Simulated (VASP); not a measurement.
A run of VASP 6.6.1 is set up as follows.

The input INCAR:

```
  PREC = Accurate
  ENCUT = 520
  EDIFF = 1E-6
  ISMEAR = 0
  SIGMA = 0.05
  LREAL = Auto
  LASPH = True
  NELM = 60
  ALGO = Normal
  ISIF = 2
  LWAVE = False
  LCHARG = False
  GGA = PE
  NELECT = 254.0
  NBANDS = 163
```

KPOINTS

```
Automatic mesh
0
Gamma
  2 2 2
```

Contents of POSCAR:

```
C
1.0
    7.1400000000      0.0000000000      0.0000000000
    0.0000000000      7.1400000000      0.0000000000
    0.0000000000      0.0000000000      7.1400000000
C
63
Direct
    0.5009782913      0.0016284314      0.0030299720
    0.6275198880      0.1286161064      0.1290588235
    0.7508679272      0.2514935574     -0.0008099440
    0.8749565826      0.3754224090      0.1235809524
    0.7522669468      0.0095530812      0.2592319328
    0.8892565826      0.1380161064      0.3858896359
   -0.0006137255     -0.0009464986      0.0004592437
    0.1265281513      0.1245495798      0.1233995798
    0.2490218487      0.2492319328     -0.0009478992
    0.3756301120      0.3762141457      0.1257467787
    0.4976802521      0.5000154062      0.0004410364
    0.6239869748      0.6277323529      0.1239633053
    0.7484767507      0.7523925770      0.0023429972
    0.8752142857      0.8788795518      0.1286844538
    0.2519966387      0.0006792717      0.2509126050
    0.3786960784      0.1265733894      0.3774019608
    0.5062235294      0.2536082633      0.2559476190
    0.6313670868      0.3876703081      0.3777789916
    0.7480313725      0.5044514006      0.2470333333
    0.8744401961      0.6256942577      0.3708373950
    0.5029696078      0.0029721289      0.5046470588
    0.6233345938      0.1217320728      0.6368089636
    0.8323689076      0.3110120448      0.5424176471
    0.7469691877     -0.0014606443      0.7524715686
    0.8750987395      0.1227955182      0.8738509804
   -0.0024710084      0.4988460784     -0.0036546218
    0.1240652661      0.6246677871      0.1230518207
    0.2489855742      0.7494837535     -0.0004561625
    0.3754971989      0.8758939776      0.1260344538
    0.0056130252      0.2498824930      0.2470047619
    0.1280323529      0.3755897759      0.3694455182
    0.2515862745      0.5008595238      0.2484911765
    0.3746331933      0.6263459384      0.3756945378
    0.5006280112      0.7526633053      0.2514901961
    0.6265431373      0.8790042017      0.3784469188
    0.0043763305     -0.0006289916      0.5005759104
    0.1280249300      0.1207330532      0.6269142857
    0.2514701681      0.2499406162      0.5000627451
    0.3759042017      0.3738847339      0.6241257703
    0.5013036415      0.5024053221      0.4998969188
    0.6227371148      0.6266263305      0.6282152661
    0.7501990196      0.7503626050      0.5009480392
    0.8741834734      0.8748511204      0.6248906162
    0.2511309524     -0.0022581232      0.7510530812
    0.3746666667      0.1254390756      0.8772145658
    0.5005738095      0.2481787115      0.7515897759
    0.6234771709      0.3775155462      0.8746796919
    0.7381425770      0.5042922969      0.7526880952
    0.8702514006      0.6226858543      0.8723854342
   -0.0002564426      0.7512491597      0.2492105042
    0.1258519608      0.8739830532      0.3752107843
   -0.0105876751      0.4874158263      0.4857445378
    0.1158661064      0.6158631653      0.6227215686
    0.2465208683      0.7466210084      0.4997773109
    0.3729067227      0.8732369748      0.6265724090
   -0.0035182073      0.2374068627      0.7429920168
    0.1186903361      0.3718222689      0.8684334734
    0.2459347339      0.4967526611      0.7474088235
    0.3719624650      0.6237536415      0.8740088235
    0.4970133053      0.7507928571      0.7506018207
    0.6243525210      0.8745549020      0.8780016807
   -0.0033617647      0.7463801120      0.7485855742
    0.1235962185      0.8727670868      0.8744326331
```

Potentials or basis: VASP PAW PBE potentials, release 64 (C).

Command:

```sh
$ cat potpaw_PBE.64/C/POTCAR > POTCAR
$ mpirun -np 1 vasp_std > vasp.out
```

Task: What does it give for the largest force?

Result: 0.042 eV/Å.

Forces on the atoms (eV/Å):
```
C    0.007  0.010 -0.003
C    0.005  0.000 -0.010
C   -0.003  0.001 -0.005
C    0.004  0.006  0.014
C    0.015  0.008  0.004
C   -0.024  0.003 -0.002
C    0.002  0.009  0.001
C   -0.007 -0.011  0.003
C   -0.003  0.010  0.005
C    0.009 -0.013 -0.008
C    0.007  0.000  0.002
C   -0.010 -0.010  0.002
C    0.012 -0.001 -0.002
C   -0.002  0.001  0.000
C   -0.003  0.003  0.007
C   -0.007 -0.010 -0.008
C   -0.001  0.007 -0.007
C    0.021 -0.025  0.026
C    0.002  0.006 -0.006
C   -0.002  0.001  0.008
C    0.000 -0.001  0.003
C    0.000  0.004 -0.016
C   -0.018  0.008  0.001
C    0.011 -0.003 -0.002
C   -0.009 -0.004  0.008
C   -0.002  0.004 -0.006
C   -0.013 -0.011 -0.002
C   -0.002  0.000  0.005
C   -0.001 -0.007 -0.011
C    0.002  0.002 -0.003
C    0.004 -0.007  0.001
C    0.005  0.005 -0.007
C    0.009 -0.006 -0.007
C    0.004 -0.004  0.006
C   -0.013 -0.007 -0.008
C    0.000 -0.006  0.003
C   -0.001  0.005 -0.015
C   -0.009 -0.002 -0.002
C    0.002  0.013  0.002
C   -0.005 -0.004  0.001
C   -0.002  0.011 -0.015
C   -0.003 -0.009 -0.005
C    0.005  0.010  0.000
C    0.009 -0.006  0.008
C    0.009 -0.008 -0.001
C   -0.006  0.005  0.004
C   -0.009 -0.015  0.018
C    0.021 -0.016 -0.022
C    0.004 -0.001  0.005
C    0.005  0.006 -0.007
C   -0.004  0.010 -0.006
C   -0.006 -0.002  0.035
C    0.001  0.003 -0.007
C   -0.003 -0.002  0.010
C    0.008  0.007 -0.016
C   -0.001  0.021  0.008
C    0.005 -0.002 -0.003
C    0.007  0.002  0.007
C   -0.006 -0.004  0.001
C   -0.003  0.007  0.006
C   -0.012  0.009 -0.005
C   -0.001  0.005  0.006
C   -0.006 -0.002  0.006
```

Caveat: the k points lie up to 0.44 Å⁻¹ apart; the cell carries a net charge on a neutralising background, which shifts energy and pressure.
